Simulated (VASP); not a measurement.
Input of a VASP 6.6.1 run:

The input INCAR:

```
  PREC = Accurate
  ENCUT = 500
  EDIFF = 1E-6
  ISMEAR = 0
  SIGMA = 0.02
  LREAL = F
  LASPH = T
  NELM = 120
  ALGO = Normal
  ISIF = 2
  LWAVE = F
  LCHARG = F
  GGA = PE
  NBANDS = 36
  GGA_COMPAT = F
```

KPOINTS

```
regular mesh
0
Gamma
  8 8 8
```

Contents of POSCAR:

```
ZnSiP2
1.0
   -2.7089149145      2.7089149145      5.2688227675
    2.7089149145     -2.7089149145      5.2688227675
    2.7089149145      2.7089149145     -5.2688227675
Zn Si P
2 2 4
Direct
    0.0000000000      0.0000000000      0.0000000000
    0.7500000000      0.2500000000      0.5000000000
    0.5000000000      0.5000000000      0.0000000000
    0.2500000000      0.7500000000      0.5000000000
    0.3750000000      0.3922484430      0.5172484430
    0.8750000000      0.8577515570      0.4827515570
    0.6077515570      0.1250000000      0.9827515570
    0.1422484430      0.6250000000      0.0172484430
```

Potentials or basis: VASP PAW PBE potentials, release 64 (Zn, Si, P).

The run is started by

```console
$ cat potpaw_PBE.64/Zn/POTCAR potpaw_PBE.64/Si/POTCAR potpaw_PBE.64/P/POTCAR > POTCAR
$ mpirun -np 1 vasp_std > vasp.out
```

Task: Predict the pressure.

Result: 0.0 GPa.

Task: Predict the band gap on the k mesh.

Result: 1.36 eV.

Forces on the atoms (eV/Å):
```
Zn   0.000  0.000  0.000
Zn   0.000  0.000  0.000
Si   0.000  0.000  0.000
Si   0.000  0.000  0.000
P    0.032  0.000  0.000
P   -0.032  0.000  0.000
P    0.000 -0.032  0.000
P    0.000  0.032  0.000
```

A k mesh can miss the band edges.
